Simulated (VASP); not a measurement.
Set up this calculation in VASP 6.6.1, as the native input.

- Task: relaxation of shape and atoms at fixed volume
- Functional: PBEsol
- Potentials or basis: VASP PAW PBE potentials, release 64 (Cl)
- Cutoff: 600 eV
- k mesh: 15 × 15 × 8
- Occupations: fermi-dirac, width 0.08 eV
- Spin: no spin polarisation
- Dipole correction: no
- Further INCAR settings: ALGO = Normal; EDIFF = 1e-06; IBRION = 2; EDIFFG = -0.005; NSW = 50; ISIF = 4

The structure of Cl lies in POSCAR:

```
Cl
1.0
    3.2362091541      0.0000000000      0.0000000000
   -1.6181045770      2.8026393394      0.0000000000
    0.0000000000      0.0000000000      3.6281428134
Cl
2
Direct
    0.3333333333      0.6666666667      0.2500000000
    0.6666666667      0.3333333333      0.7500000000
```

One way to write it, as run:

INCAR

```
PREC = Accurate
ENCUT = 600
EDIFF = 1E-6
ISMEAR = -1
SIGMA = 0.08
LREAL = F
LASPH = T
NELM = 100
ALGO = Normal
ISIF = 4
LWAVE = F
LCHARG = F
GGA = PS
IBRION = 2
NSW = 50
EDIFFG = -0.005
```

KPOINTS

```
Automatic mesh
0
Gamma
  15 15 8
```

Potentials or basis: VASP PAW PBE potentials, release 64 (Cl).

Launch:

```sh
$ cat potpaw_PBE.64/Cl/POTCAR > POTCAR
$ mpirun -np 1 vasp_std > vasp.out
```

It gave:

```json
{
 "Energy gained by relaxing": "37.1 meV/atom",
 "Ionic steps": "4",
 "Pressure after relaxing": "13.5 GPa",
 "Band gap on the k mesh": "zero (bands 7 and 8 overlap by 2.52 eV)"
}
```

Caveat: the PAW data sets were made with another functional, which shifts forces and pressure a little.

Wall time 110 s on 1 thread of Intel(R) Xeon(R) Platinum 8175M CPU @ 2.50GHz (Skylake/Cascade Lake) (shared host), peak memory 0.18 GiB.
